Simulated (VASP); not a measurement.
TiZn3, 4 atoms in the cell. It takes space group Pm-3m (No. 221, cubic). Conventional cell: a = 3.835 Å, b = 3.835 Å, c = 3.835 Å, α = 90.00°, β = 90.00°, γ = 90.00°. Ti (site symmetry m-3m) has 12 Zn at 2.71 Å within 3.6 Å. Within 3.6 Å of Zn (site symmetry 4/mmm) lie 4 Ti at 2.71 Å and 8 Zn at 2.71 Å. 

```yaml
Program: VASP 6.6.1
Task: single point
Functional: r2SCAN
Potentials_or_basis: VASP PAW PBE potentials, release 64 (Ti_sv, Zn)
Cutoff: 520 eV
k_mesh: 10 × 10 × 10
Occupations: gaussian, width 0.1 eV
Spin: no spin polarisation
Dipole_correction: no
Further_INCAR_settings: ALGO = Normal; EDIFF = 1e-06; NBANDS = 32
```

Potentials or basis: VASP PAW PBE potentials, release 64 (Ti_sv, Zn).

The run is started by

```console
$ cat potpaw_PBE.64/Ti_sv/POTCAR potpaw_PBE.64/Zn/POTCAR > POTCAR
$ cp INCAR.step1 INCAR
$ mpirun -np 1 vasp_std > vasp.out
$ cp INCAR.step2 INCAR
$ mpirun -np 1 vasp_std > vasp.out
```

Hardware: 1 thread of Intel(R) Xeon(R) 6975P-C (Granite Rapids), on a shared host.

Problem. Estimate the wall time of this run.

Solution. Wall time 2.6 min on 1 thread of Intel(R) Xeon(R) 6975P-C (Granite Rapids) (shared host), peak memory 0.23 GiB. Counts: k points 56.
